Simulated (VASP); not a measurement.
# KCl (Fm-3m) in VASP: notebook

KCl is run at these levels: PBE; tasks: single point.

Everything below comes from runs of VASP 6.6.1. Logs are shortened: lines on timing, memory, paths and dates and some standing lists are left out, and cuts for length are marked.

### Step 1. The cell of the first run

The structure is cubic, space group Fm-3m (No. 225). The conventional cell has a = 6.248 Å, b = 6.248 Å, c = 6.248 Å, α = 90.00°, β = 90.00°, γ = 90.00°. Within 4.1 Å of K (site symmetry m-3m) lie 6 Cl at 3.12 Å. Cl (site symmetry m-3m) has 6 K at 3.12 Å within 4.1 Å.

### Step 2. Single point, PBE (volume changed by -6%)

Contents of INCAR:

```
SYSTEM = KCl
PREC = Accurate
ENCUT = 520
EDIFF = 1E-7
ISMEAR = 0
SIGMA = 0.01
LREAL = .FALSE.
LASPH = .TRUE.
NELM = 60
ALGO = Normal
ISIF = 2
LWAVE = .FALSE.
LCHARG = .FALSE.
GGA = PE
NBANDS = 15
```

Contents of KPOINTS:

```
Automatic mesh
0
G
  6 6 6
  0 0 0
```

Contents of POSCAR:

```
KCl
1.0
    0.0000000000      3.1240646701      3.1240646701
    3.1240646701      0.0000000000      3.1240646701
    3.1240646701      3.1240646701      0.0000000000
K Cl
1 1
Direct
    0.0000000000      0.0000000000      0.0000000000
    0.5000000000      0.5000000000      0.5000000000
```

Potentials or basis: VASP PAW PBE potentials, release 64 (K_sv, Cl).

On the command line:

```sh
$ cat potpaw_PBE.64/K_sv/POTCAR potpaw_PBE.64/Cl/POTCAR > POTCAR
$ mpirun -np 1 vasp_std > vasp.out
```

OUTCAR:

```text
SYSTEM = KCl
   PREC = Accurate
   ENCUT = 520
   EDIFF = 1E-7
   ISMEAR = 0
   LREAL = .FALSE.
   LASPH = .TRUE.
   NELM = 60
   ISIF = 2
   GGA = PE

 ion  position               nearest neighbor table
   1  0.000  0.000  0.000-   2 3.12   2 3.12   2 3.12   2 3.12   2 3.12   2 3.12
   2  0.500  0.500  0.500-   1 3.12   1 3.12   1 3.12   1 3.12   1 3.12   1 3.12

  LATTYP: Found a face centered cubic cell.
 ALAT       =     6.2481293402

  Lattice vectors:

 A1 = (   0.0000000000,   3.1240646701,   3.1240646701)
 A2 = (   3.1240646701,   0.0000000000,   3.1240646701)
 A3 = (   3.1240646701,   3.1240646701,   0.0000000000)

Analysis of symmetry for initial positions (statically):
=====================================================================
 Subroutine PRICEL returns:
 Original cell was already a primitive cell.

 Routine SETGRP: Setting up the symmetry group for a
 face centered cubic supercell.

 Subroutine GETGRP returns: Found 48 space group operations
[... 9 lines left out ...]

 Routine SETGRP: Setting up the symmetry group for a
 face centered cubic supercell.

 Subroutine GETGRP returns: Found 48 space group operations
 (whereof 48 operations were pure point group operations)
 out of a pool of 48 trial point group operations.

The dynamic configuration has the point symmetry O_h .

 Subroutine INISYM returns: Found 48 space group operations
 (whereof 48 operations are pure point group operations),
 and found     1 'primitive' translations

----------------------------------------------------------------------------------------

                                     Primitive cell

  volume of cell :      60.9804

  direct lattice vectors                    reciprocal lattice vectors
     0.000000000  3.124064670  3.124064670    -0.160047903  0.160047903  0.160047903
     3.124064670  0.000000000  3.124064670     0.160047903 -0.160047903  0.160047903
     3.124064670  3.124064670  0.000000000     0.160047903  0.160047903 -0.160047903

  length of vectors
     4.418094626  4.418094626  4.418094626     0.277211100  0.277211100  0.277211100

  position of ions in fractional coordinates (direct lattice)
     0.000000000  0.000000000  0.000000000
     0.500000000  0.500000000  0.500000000

  ion indices of the primitive-cell ions
   primitive index   ion index
                 1           1
                 2           2

----------------------------------------------------------------------------------------

 KPOINTS: Automatic mesh

Automatic generation of k-mesh.
 Grid dimensions read from file:
 generate k-points for:    6    6    6

 Generating k-lattice:

  Cartesian coordinates                     Fractional coordinates (reciprocal lattice)
    -0.026674651  0.026674651  0.026674651     0.166666667  0.000000000  0.000000000
     0.026674651 -0.026674651  0.026674651     0.000000000  0.166666667  0.000000000
     0.026674651  0.026674651 -0.026674651     0.000000000  0.000000000  0.166666667

  Length of vectors
     0.046201850  0.046201850  0.046201850

  Shift w.r.t. Gamma in fractional coordinates (k-lattice)
     0.000000000  0.000000000  0.000000000

 Subroutine IBZKPT returns following result:
 ===========================================

 Found     16 irreducible k-points:

 Following reciprocal coordinates:
            Coordinates               Weight
  0.000000  0.000000  0.000000      1.000000
  0.166667  0.000000  0.000000      8.000000
  0.333333  0.000000  0.000000      8.000000
  0.500000  0.000000  0.000000      4.000000
  0.166667  0.166667  0.000000      6.000000
  0.333333  0.166667  0.000000     24.000000
[... 8 lines left out ...]
 -0.333333  0.333333  0.166667     24.000000
 -0.333333  0.500000  0.166667     12.000000
   k-points           NKPTS =     16   k-points in BZ     NKDIM =     16   number of bands    NBANDS=     15
   number of dos      NEDOS =    301   number of ions     NIONS =      2
   total plane-waves  NPLWV =  46656
   dimension x,y,z NGX =    36 NGY =   36 NGZ =   36
   dimension x,y,z NGXF=    72 NGYF=   72 NGZF=   72
   ions per type =               1   1
   NGX,Y,Z   is equivalent  to a cutoff of  13.55, 13.55, 13.55 a.u.
   NGXF,Y,Z  is equivalent  to a cutoff of  27.09, 27.09, 27.09 a.u.
 SYSTEM =  KCl
   PREC   = accura    normal or accurate (medium, high low for compatibility)
   ISTART =      0    job   : 0-new  1-cont  2-samecut
   ICHARG =      2    charge: 1-file 2-atom 10-const
   ISPIN  =      1    spin polarized calculation?
   LNONCOLLINEAR =      F non collinear calculations
   LSORBIT =      F    spin-orbit coupling
   LASPH  =      T    aspherical Exc in radial PAW
   ENCUT  =  520.0 eV  38.22 Ry    6.18 a.u.   8.21  8.21  8.21*2*pi/ulx,y,z
   NELM   =     60;   NELMIN=  2; NELMDL= -5     # of ELM steps
   EDIFF  = 0.1E-06   stopping-criterion for ELM
   LREAL  =      F    real-space projection
   EDIFFG = 0.1E-05   stopping-criterion for IOM
   NSW    =      0    number of steps for IOM
   IBRION =     -1    ionic relax: 0-MD 1-quasi-New 2-CG
   NFREE  =      0    steps in history (QN), initial steepest desc. (CG)
   ISIF   =      2    stress and relaxation
   ISYM   =      2    0-nonsym 1-usesym 2-fastsym
   POTIM  = 0.5000    time-step for ionic-motion
   TEBEG  =    0.0;   TEEND  =   0.0 temperature during run
   PSTRESS=    0.0 pullay stress
   NELECT =      16.0000    total number of electrons
   NUPDOWN=      -1.0000    fix difference up-down
   EMIN   =  10.00;   EMAX   =-10.00  energy-range for DOS
   EFERMI =   0.00;   METHOD = LEGACY
   ISMEAR =     0;   SIGMA  =   0.01  broadening in eV -4-tet -1-fermi 0-gaus
   EFERMI_NEDOS =   21; number of points for ismear=-14 and -15
   IALGO  =     38    algorithm
   IMIX   =      4    mixing-type and parameters
     AMIX     =   0.40;   BMIX     =  1.00
     AMIX_MAG =   1.60;   BMIX_MAG =  1.00
  volume/ion in A,a.u.               =      30.49       205.76
  Fermi-wavevector in a.u.,A,eV,Ry     =   1.048057  1.980540 14.944952  1.098423
  Thomas-Fermi vector in A             =   2.182963
   LORBIT       =      0    0 simple, 1 ext, 2 COOP (PROOUT), +10 PAW based schemes
   GGA     = PE    functional components
   LHFCALC =     F    Hartree Fock is set to
   AEXX    =    0.0000 exact exchange contribution
   IVDW    =     0    specifies the selected vdW correction
   LEPSILON=     F    determine dielectric tensor
   LRPA    =     F    only Hartree local field effects (RPA)
 non-spin polarized calculation
 Gauss-broadening in eV      SIGMA  =   0.01
  energy-cutoff  :      520.00
  volume of cell :       60.98
 maximum number of plane-waves:      1676
 NGX is ok and might be reduce to    36
   NGX = 17   NGY = 17   NGZ = 17

 number of electron      16.0000002 magnetization

 Free energy of the ion-electron system (eV)
  ---------------------------------------------------
  ext. energy  EPLUGINS =         0.00000000
  ---------------------------------------------------
  free energy    TOTEN  =        -6.79523556 eV

  energy without entropy =       -6.79523556  energy(sigma->0) =       -6.79523556

 E-fermi :  -1.7084     XC(G=0):  -7.6271

 val. band max:       -1.7551725739   @ k =   0.0000   0.0000   0.0000
 cond. band min:       3.5067094165   @ k =   0.0000   0.0000   0.0000
 fundamental gap:      5.2618819905
 Fermi energy:        -1.7084483327

 k-point     1 :       0.0000    0.0000    0.0000
  band No.  band energies     occupation
      1     -28.9016      2.00000
      2     -13.8975      2.00000
      3     -12.3628      2.00000
      4     -12.3628      2.00000
      5     -12.3628      2.00000
      6      -1.7552      2.00000
      7      -1.7552      2.00000
      8      -1.7552      2.00000
      9       3.5067      0.00000
     10       6.6366      0.00000
     11       6.6366      0.00000
     12       6.6366      0.00000
     13       7.5251      0.00000
     14       7.5251      0.00000
     15      11.3043      0.00000

 k-point     2 :       0.1667    0.0000    0.0000
  band No.  band energies     occupation
      1     -28.8987      2.00000
      2     -13.9515      2.00000
      3     -12.3653      2.00000
      4     -12.3653      2.00000
      5     -12.2946      2.00000
      6      -2.0806      2.00000
      7      -1.8455      2.00000
      8      -1.8455      2.00000
      9       4.1539      0.00000
     10       6.4699      0.00000
     11       6.9883      0.00000
     12       6.9883      0.00000
     13       7.9106      0.00000
     14       7.9106      0.00000
     15      12.2299      0.00000

 k-point     3 :       0.3333    0.0000    0.0000
  band No.  band energies     occupation
      1     -28.8927      2.00000
      2     -14.0482      2.00000
      3     -12.3702      2.00000
      4     -12.3702      2.00000
      5     -12.1685      2.00000
      6      -2.6158      2.00000
      7      -2.0162      2.00000
      8      -2.0162      2.00000
      9       5.3838      0.00000
     10       6.5647      0.00000
     11       7.9443      0.00000
     12       7.9443      0.00000
     13       8.8866      0.00000
     14       8.8866      0.00000
     15      11.2306      0.00000

 k-point     4 :       0.5000    0.0000    0.0000
  band No.  band energies     occupation
      1     -28.8897      2.00000
      2     -14.0922      2.00000
      3     -12.3727      2.00000
      4     -12.3727      2.00000
      5     -12.1095      2.00000
      6      -2.8466      2.00000
      7      -2.0972      2.00000
      8      -2.0972      2.00000
      9       5.9004      0.00000
     10       6.9328      0.00000
     11       8.8447      0.00000
     12       8.8447      0.00000
     13       9.7337      0.00000
     14       9.7337      0.00000
     15      10.3921      0.00000
[... 163 lines left out ...]
 k-point    14 :       0.5000    0.3333    0.1667
  band No.  band energies     occupation
      1     -28.8890      2.00000
      2     -13.9624      2.00000
      3     -12.4293      2.00000
      4     -12.4006      2.00000
      5     -12.2494      2.00000
      6      -2.5346      2.00000
      7      -2.0841      2.00000
      8      -2.0644      2.00000
      9       5.7755      0.00000
     10       6.1695      0.00000
     11       8.2264      0.00000
     12       8.8747      0.00000
     13       9.0124      0.00000
     14       9.2951      0.00000
     15      10.1608      0.00000

 k-point    15 :      -0.3333    0.3333    0.1667
  band No.  band energies     occupation
      1     -28.8871      2.00000
      2     -13.9487      2.00000
      3     -12.4461      2.00000
      4     -12.4263      2.00000
      5     -12.2424      2.00000
      6      -2.4908      2.00000
      7      -2.2060      2.00000
      8      -2.1235      2.00000
      9       6.2427      0.00000
     10       6.4816      0.00000
     11       8.1008      0.00000
     12       8.3498      0.00000
     13       9.5277      0.00000
     14      10.1351      0.00000
     15      10.2457      0.00000

 k-point    16 :      -0.3333    0.5000    0.1667
  band No.  band energies     occupation
      1     -28.8862      2.00000
      2     -13.8694      2.00000
      3     -12.4936      2.00000
      4     -12.4467      2.00000
      5     -12.3058      2.00000
      6      -2.3400      2.00000
      7      -2.1944      2.00000
      8      -2.1221      2.00000
      9       5.5067      0.00000
     10       7.2378      0.00000
     11       7.4308      0.00000
     12       8.5088      0.00000
     13       9.2676      0.00000
     14      10.0389      0.00000
     15      10.6680      0.00000

------------------------ aborting loop because EDIFF is reached ----------------------------------------

  FORCE on cell =-STRESS in cart. coord.  units (eV):
  Direction    XX          YY          ZZ          XY          YZ          ZX
  --------------------------------------------------------------------------------------
  -------------------------------------------------------------------------------------
  Total        0.4683384      0.4683384      0.4683384      0.0000000      0.0000000     -0.0000000
  in kB       12.3049624     12.3049624     12.3049624      0.0000000      0.0000000     -0.0000000
  external PRESSURE =      12.3049624 kB  Pullay stress =       0.0000000 kB

 VOLUME and BASIS-vectors are now :
 -----------------------------------------------------------------------------
  energy-cutoff  :      520.00
  volume of cell :       60.98
      direct lattice vectors                 reciprocal lattice vectors
     0.000000000  3.124064670  3.124064670    -0.160047903  0.160047903  0.160047903
     3.124064670  0.000000000  3.124064670     0.160047903 -0.160047903  0.160047903
     3.124064670  3.124064670  0.000000000     0.160047903  0.160047903 -0.160047903

 POSITION                                       TOTAL-FORCE (eV/Angst)
 -----------------------------------------------------------------------------------
      0.00000      0.00000      0.00000         0.000000      0.000000      0.000000
      3.12406      3.12406      3.12406        -0.000000     -0.000000     -0.000000
 -----------------------------------------------------------------------------------
    total drift:                                0.000000      0.000000      0.000000

  FREE ENERGIE OF THE ION-ELECTRON SYSTEM (eV)
  ---------------------------------------------------
  free  energy   TOTEN  =        -6.7952355584 eV

  energy  without entropy=       -6.7952355584  energy(sigma->0) =       -6.79523556
```

Run time: 9.6 s. Hardware: 1 thread of Intel Xeon Platinum 8559C (Emerald Rapids), shared host; peak memory 0.2 GiB.

Results:

```
Free energy            : -6.7952 eV
Pressure               : 1.2 GPa
Band gap on the k mesh : 5.26 eV, direct
```

Caveat: the cell differs from its parent crystal (volume changed by -6%).

### Step 3. Single point, PBE (volume changed by -3%)

Contents of INCAR:

```
SYSTEM = KCl
  PREC = Accurate
  ENCUT = 520
  EDIFF = 1E-6
  ISMEAR = 0
  SIGMA = 0.01
  LREAL = .False.
  LASPH = .True.
  NELM = 100
  ALGO = Normal
  ISIF = 2
  LWAVE = .False.
  LCHARG = .False.
  GGA = PE
  NBANDS = 15
```

Contents of KPOINTS:

```
Automatic mesh
0
Gamma
  6 6 6
  0 0 0
```

Contents of POSCAR:

```
KCl
1.0
    0.0000000000      3.1569519781      3.1569519781
    3.1569519781      0.0000000000      3.1569519781
    3.1569519781      3.1569519781      0.0000000000
K Cl
1 1
Direct
    0.0000000000      0.0000000000      0.0000000000
    0.5000000000      0.5000000000      0.5000000000
```

Potentials or basis: VASP PAW PBE potentials, release 64 (K_sv, Cl).

On the command line:

```sh
$ cat potpaw_PBE.64/K_sv/POTCAR potpaw_PBE.64/Cl/POTCAR > POTCAR
$ mpirun -np 1 vasp_std > vasp.out
```

Wall time 8.4 s (1 thread of Intel Xeon Platinum 8559C (Emerald Rapids), shared host); peak memory 0.2 GiB.

Results (log left out):

| Item | Value |
| --- | --- |
| Free energy | -6.8067 eV |
| Pressure | 0.6 GPa |
| Band gap on the k mesh | 5.15 eV, direct |

Levels at points of the mesh, in eV from the valence-band top:
```csv
k point,band 4,band 5,band 6,band 7,band 8,band 9,band 10,band 11,band 12,band 13
"(0.00, 0.00, 0.00)",-10.68,-10.68,0.00,0.00,0.00,5.15,8.37,8.37,8.37,9.25
"(0.50, 0.00, 0.00)",-10.69,-10.45,-1.04,-0.32,-0.32,7.56,8.56,10.50,10.50,11.37
"(0.50, 0.50, 0.00)",-10.74,-10.74,-0.65,-0.22,-0.22,6.54,8.30,10.01,10.22,10.59
```

Caveat: the cell differs from its parent crystal (volume changed by -3%).

### Step 4. Single point, PBE

This run uses another cell than the first one, of 32.44 Å³/atom, 1.064 times its volume.

Contents of INCAR:

```
  ALGO = Normal
  EDIFF = 1E-7
  ENCUT = 520
  GGA = PE
  ISIF = 2
  ISMEAR = 0
  LASPH = True
  LCHARG = False
  LREAL = False
  LWAVE = False
  NBANDS = 15
  NELM = 100
  PREC = Accurate
  SIGMA = 0.01
```

Contents of KPOINTS:

```
k-points
0
Gamma
  6 6 6
```

Contents of POSCAR:

```
KCl
1.0
    0.0000000000      3.1891679989      3.1891679989
    3.1891679989      0.0000000000      3.1891679989
    3.1891679989      3.1891679989      0.0000000000
K Cl
1 1
Direct
    0.0000000000      0.0000000000      0.0000000000
    0.5000000000      0.5000000000      0.5000000000
```

On the command line:

```sh
$ cat potpaw_PBE.64/K_sv/POTCAR potpaw_PBE.64/Cl/POTCAR > POTCAR
$ mpirun -np 1 vasp_std > vasp.out
```

Wall time 10 s (1 thread of Intel Xeon Platinum 8559C (Emerald Rapids), shared host); peak memory 0.2 GiB.

Results (log left out):

```
Free energy            : -6.8109 eV
Pressure               : 0.0 GPa
Band gap on the k mesh : 5.05 eV, direct
```

Levels at points of the mesh, in eV from the valence-band top:
```tsv
k point	band 6	band 7	band 8	band 9	band 10	band 11
(0.00, 0.00, 0.00)	0.00	0.00	0.00	5.05	8.35	8.35
(0.50, 0.00, 0.00)	-0.99	-0.29	-0.29	7.47	8.44	10.39
(0.50, 0.50, 0.00)	-0.63	-0.21	-0.21	6.56	8.16	9.83
```

### Step 5. Single point, PBE (volume changed by +3%)

Contents of INCAR:

```
SYSTEM = KCl
ALGO = Normal
EDIFF = 1E-7
ENCUT = 520
GGA = PE
ISIF = 2
ISMEAR = 0
LASPH = .True.
LCHARG = .False.
LREAL = .False.
LWAVE = .False.
NBANDS = 15
NELM = 100
PREC = Accurate
SIGMA = 0.01
```

Contents of KPOINTS:

```
k-points
0
Gamma
  6 6 6
  0 0 0
```

Contents of POSCAR:

```
KCl
1.0
    0.0000000000      3.2207459733      3.2207459733
    3.2207459733      0.0000000000      3.2207459733
    3.2207459733      3.2207459733      0.0000000000
K Cl
1 1
Direct
    0.0000000000      0.0000000000      0.0000000000
    0.5000000000      0.5000000000      0.5000000000
```

On the command line:

```sh
$ cat potpaw_PBE.64/K_sv/POTCAR potpaw_PBE.64/Cl/POTCAR > POTCAR
$ mpirun -np 1 vasp_std > vasp.out
```

Wall time 10 s (1 thread of Intel Xeon Platinum 8559C (Emerald Rapids), shared host); peak memory 0.2 GiB.

The run converged. Its results:

* Free energy: -6.8091 eV
* Pressure: -0.4 GPa
* Band gap on the k mesh: 4.95 eV, direct

Levels at points of the mesh, in eV from the valence-band top:
```
           k point  band 5  band 6  band 7  band 8  band 9  band 10  band 11  band 12
(0.00, 0.00, 0.00)  -10.83    0.00    0.00    0.00    4.95     8.33     8.33     8.33
(0.50, 0.00, 0.00)  -10.63   -0.94   -0.27   -0.27    7.38     8.32    10.29    10.29
(0.50, 0.50, 0.00)  -10.88   -0.61   -0.21   -0.21    6.58     8.03     9.66    10.09
```

Caveat: the cell differs from its parent crystal (volume changed by +3%).

[end of part 1 of 2]
